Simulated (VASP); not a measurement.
# Ge (Fd-3m) in VASP: notebook, part 2 of 2

VASP 6.6.1. Earlier steps stand in the parts before.

### Step 3. Single point, revPBE

Contents of INCAR:

```
PREC     = Accurate       # precision mode
ENCUT    = 520            # plane-wave cutoff, eV
EDIFF    = 1E-6           # SCF threshold, eV
ISMEAR   = -1             # smearing method
SIGMA    = 0.1            # smearing width, eV
LREAL    = F              # projectors in reciprocal space
LASPH    = T              # aspherical terms in the spheres
NELM     = 100            # most SCF steps
ALGO     = Normal         # electronic algorithm
ISIF     = 2              # what is computed and relaxed
LWAVE    = F              # write WAVECAR
LCHARG   = T              # write CHGCAR
GGA      = RE             # functional
LELF     = T              # ELF
LVHAR    = T            
NBANDS   = 21             # bands
```

Contents of KPOINTS:

```
Automatic mesh
0
Gamma
  5 5 5
```

Contents of POSCAR:

```
Ge
1.0
    0.0000000000      2.9055419170      2.9055419170
    2.9055419170      0.0000000000      2.9055419170
    2.9055419170      2.9055419170      0.0000000000
Ge
2
Direct
    0.5000000000      0.5000000000      0.5000000000
    0.7500000000      0.7500000000      0.7500000000
```

Potentials or basis: VASP PAW PBE potentials, release 64 (Ge_d).

Command:

```
$ cat potpaw_PBE.64/Ge_d/POTCAR > POTCAR
$ mpirun -np 1 vasp_std > vasp.out
```

OUTCAR:

```text
PREC = Accurate
   ENCUT = 520
   EDIFF = 1E-6
   ISMEAR = -1
   LREAL = F
   LASPH = T
   NELM = 100
   ISIF = 2
   GGA = RE

 ion  position               nearest neighbor table
   1  0.500  0.500  0.500-   2 2.52   2 2.52   2 2.52   2 2.52
   2  0.750  0.750  0.750-   1 2.52   1 2.52   1 2.52   1 2.52

  LATTYP: Found a face centered cubic cell.
 ALAT       =     5.8110838340

  Lattice vectors:

 A1 = (   0.0000000000,   2.9055419170,   2.9055419170)
 A2 = (   2.9055419170,   0.0000000000,   2.9055419170)
 A3 = (   2.9055419170,   2.9055419170,   0.0000000000)

Analysis of symmetry for initial positions (statically):
=====================================================================
 Subroutine PRICEL returns:
 Original cell was already a primitive cell.

 Routine SETGRP: Setting up the symmetry group for a
 face centered cubic supercell.

 Subroutine GETGRP returns: Found 48 space group operations
 (whereof 24 operations were pure point group operations)
 out of a pool of 48 trial point group operations.

The static configuration has the point symmetry T_d .
 The point group associated with its full space group is O_h .

Analysis of symmetry for dynamics (positions and initial velocities):
=====================================================================
 Subroutine PRICEL returns:
 Original cell was already a primitive cell.

 Routine SETGRP: Setting up the symmetry group for a
 face centered cubic supercell.

 Subroutine GETGRP returns: Found 48 space group operations
 (whereof 24 operations were pure point group operations)
 out of a pool of 48 trial point group operations.

The dynamic configuration has the point symmetry T_d .
 The point group associated with its full space group is O_h .

 Subroutine INISYM returns: Found 48 space group operations
 (whereof 24 operations are pure point group operations),
 and found     1 'primitive' translations

----------------------------------------------------------------------------------------

                                     Primitive cell

  volume of cell :      49.0582

  direct lattice vectors                    reciprocal lattice vectors
     0.000000000  2.905541917  2.905541917    -0.172084938  0.172084938  0.172084938
     2.905541917  0.000000000  2.905541917     0.172084938 -0.172084938  0.172084938
     2.905541917  2.905541917  0.000000000     0.172084938  0.172084938 -0.172084938

  length of vectors
     4.109056785  4.109056785  4.109056785     0.298059855  0.298059855  0.298059855

  position of ions in fractional coordinates (direct lattice)
     0.500000000  0.500000000  0.500000000
     0.750000000  0.750000000  0.750000000

  ion indices of the primitive-cell ions
   primitive index   ion index
                 1           1
                 2           2

----------------------------------------------------------------------------------------

 KPOINTS: Automatic mesh

Automatic generation of k-mesh.
 Grid dimensions read from file:
 generate k-points for:    5    5    5

 Generating k-lattice:

  Cartesian coordinates                     Fractional coordinates (reciprocal lattice)
    -0.034416988  0.034416988  0.034416988     0.200000000  0.000000000  0.000000000
     0.034416988 -0.034416988  0.034416988     0.000000000  0.200000000  0.000000000
     0.034416988  0.034416988 -0.034416988     0.000000000  0.000000000  0.200000000

  Length of vectors
     0.059611971  0.059611971  0.059611971

  Shift w.r.t. Gamma in fractional coordinates (k-lattice)
     0.000000000  0.000000000  0.000000000

 Subroutine IBZKPT returns following result:
 ===========================================

 Found     10 irreducible k-points:

 Following reciprocal coordinates:
            Coordinates               Weight
  0.000000  0.000000  0.000000      1.000000
  0.200000  0.000000  0.000000      8.000000
  0.400000  0.000000  0.000000      8.000000
  0.200000  0.200000  0.000000      6.000000
  0.400000  0.200000  0.000000     24.000000
 -0.400000  0.200000  0.000000     24.000000
 -0.200000  0.200000  0.000000     12.000000
  0.400000  0.400000  0.000000      6.000000
 -0.400000  0.400000  0.000000     12.000000
 -0.400000  0.400000  0.200000     24.000000
   k-points           NKPTS =     10   k-points in BZ     NKDIM =     10   number of bands    NBANDS=     21
   number of dos      NEDOS =    301   number of ions     NIONS =      2
   total plane-waves  NPLWV =  32768
   dimension x,y,z NGX =    32 NGY =   32 NGZ =   32
   dimension x,y,z NGXF=    64 NGYF=   64 NGZF=   64
   ions per type =               2
   NGX,Y,Z   is equivalent  to a cutoff of  12.95, 12.95, 12.95 a.u.
   NGXF,Y,Z  is equivalent  to a cutoff of  25.89, 25.89, 25.89 a.u.
 SYSTEM =  unknown system
   PREC   = accura    normal or accurate (medium, high low for compatibility)
   ISTART =      0    job   : 0-new  1-cont  2-samecut
   ICHARG =      2    charge: 1-file 2-atom 10-const
   ISPIN  =      1    spin polarized calculation?
   LNONCOLLINEAR =      F non collinear calculations
   LSORBIT =      F    spin-orbit coupling
   LASPH  =      T    aspherical Exc in radial PAW
   ENCUT  =  520.0 eV  38.22 Ry    6.18 a.u.   7.64  7.64  7.64*2*pi/ulx,y,z
   NELM   =    100;   NELMIN=  2; NELMDL= -5     # of ELM steps
   EDIFF  = 0.1E-05   stopping-criterion for ELM
   LREAL  =      F    real-space projection
   EDIFFG = 0.1E-04   stopping-criterion for IOM
   NSW    =      0    number of steps for IOM
   IBRION =     -1    ionic relax: 0-MD 1-quasi-New 2-CG
   NFREE  =      0    steps in history (QN), initial steepest desc. (CG)
   ISIF   =      2    stress and relaxation
   ISYM   =      2    0-nonsym 1-usesym 2-fastsym
   POTIM  = 0.5000    time-step for ionic-motion
   TEBEG  =    0.0;   TEEND  =   0.0 temperature during run
   PSTRESS=    0.0 pullay stress
   NELECT =      28.0000    total number of electrons
   NUPDOWN=      -1.0000    fix difference up-down
   EMIN   =  10.00;   EMAX   =-10.00  energy-range for DOS
   EFERMI =   0.00;   METHOD = LEGACY
   ISMEAR =    -1;   SIGMA  =   0.10  broadening in eV -4-tet -1-fermi 0-gaus
   EFERMI_NEDOS =   21; number of points for ismear=-14 and -15
   IALGO  =     38    algorithm
   IMIX   =      4    mixing-type and parameters
     AMIX     =   0.40;   BMIX     =  1.00
     AMIX_MAG =   1.60;   BMIX_MAG =  1.00
  volume/ion in A,a.u.               =      24.53       165.53
  Fermi-wavevector in a.u.,A,eV,Ry     =   1.357971  2.566192 25.090288  1.844084
  Thomas-Fermi vector in A             =   2.484844
   LORBIT       =      0    0 simple, 1 ext, 2 COOP (PROOUT), +10 PAW based schemes
   GGA     = RE    functional components
   LHFCALC =     F    Hartree Fock is set to
   AEXX    =    0.0000 exact exchange contribution
   IVDW    =     0    specifies the selected vdW correction
   LEPSILON=     F    determine dielectric tensor
   LRPA    =     F    only Hartree local field effects (RPA)
 non-spin polarized calculation
  energy-cutoff  :      520.00
  volume of cell :       49.06
 maximum number of plane-waves:      1363
   NGX = 15   NGY = 15   NGZ = 15

 number of electron      27.9999979 magnetization

 Free energy of the ion-electron system (eV)
  ---------------------------------------------------
  ext. energy  EPLUGINS =         0.00000000
  ---------------------------------------------------
  free energy    TOTEN  =        -8.38071601 eV

  energy without entropy =       -8.37140470  energy(sigma->0) =       -8.37606035

 E-fermi :   4.2584     XC(G=0):  -9.3983

 val. band max:        3.7485361802   @ k =   0.0000   0.0000   0.0000
 cond. band min:       4.3399972689   @ k =   0.0000   0.0000   0.0000
 fundamental gap:      0.5914610887
 Fermi energy:         4.2584156473

 k-point     1 :       0.0000    0.0000    0.0000
  band No.  band energies     occupation
      1     -20.3875      2.00000
      2     -20.3875      2.00000
      3     -20.3875      2.00000
      4     -20.3578      2.00000
      5     -20.3578      2.00000
      6     -20.1871      2.00000
[... 13 lines left out ...]
     20      13.5739      0.00000
     21      13.5739      0.00000
[... 193 lines left out ...]
 k-point    10 :      -0.4000    0.4000    0.2000
  band No.  band energies     occupation
      1     -20.4253      2.00000
      2     -20.4210      2.00000
      3     -20.3377      2.00000
      4     -20.2965      2.00000
      5     -20.2864      2.00000
      6     -20.2695      2.00000
[... 13 lines left out ...]
     20      14.3594      0.00000
     21      16.9380      0.00000

------------------------ aborting loop because EDIFF is reached ----------------------------------------

  FORCE on cell =-STRESS in cart. coord.  units (eV):
  Direction    XX          YY          ZZ          XY          YZ          ZX
  --------------------------------------------------------------------------------------
  -------------------------------------------------------------------------------------
  Total       -0.0164334     -0.0164334     -0.0164334      0.0000000     -0.0000000      0.0000000
  in kB       -0.5366925     -0.5366925     -0.5366925      0.0000000     -0.0000000      0.0000000
  external PRESSURE =      -0.5366925 kB  Pullay stress =       0.0000000 kB

 VOLUME and BASIS-vectors are now :
 -----------------------------------------------------------------------------
  energy-cutoff  :      520.00
  volume of cell :       49.06
      direct lattice vectors                 reciprocal lattice vectors
     0.000000000  2.905541917  2.905541917    -0.172084938  0.172084938  0.172084938
     2.905541917  0.000000000  2.905541917     0.172084938 -0.172084938  0.172084938
     2.905541917  2.905541917  0.000000000     0.172084938  0.172084938 -0.172084938

 POSITION                                       TOTAL-FORCE (eV/Angst)
 -----------------------------------------------------------------------------------
      2.90554      2.90554      2.90554        -0.000000     -0.000000     -0.000000
      4.35831      4.35831      4.35831         0.000000      0.000000      0.000000
 -----------------------------------------------------------------------------------
    total drift:                               -0.000000     -0.000000      0.000000

  FREE ENERGIE OF THE ION-ELECTRON SYSTEM (eV)
  ---------------------------------------------------
  free  energy   TOTEN  =        -8.3807160070 eV

  energy  without entropy=       -8.3714047009  energy(sigma->0) =       -8.37606035
```

Run time: 31 s. Hardware: 1 thread of AMD EPYC 7R13, shared host; peak memory 0.14 GiB.

Results:

| Property | Result |
| --- | --- |
| Free energy | -8.3807 eV |
| Pressure | -0.1 GPa |
| Band gap on the k mesh | zero (filled and empty bands touch) |

Levels at points of the mesh, in eV from the Fermi level:
| k point | band 12 | band 13 | band 14 | band 15 | band 16 | band 17 |
| --- | --- | --- | --- | --- | --- | --- |
| (0.00, 0.00, 0.00) | -0.51 | 0.08 | 0.08 | 0.08 | 2.60 | 2.60 |

Caveat: the k points lie up to 0.37 Å⁻¹ apart; the PAW data sets were made with another functional, which shifts forces and pressure a little.
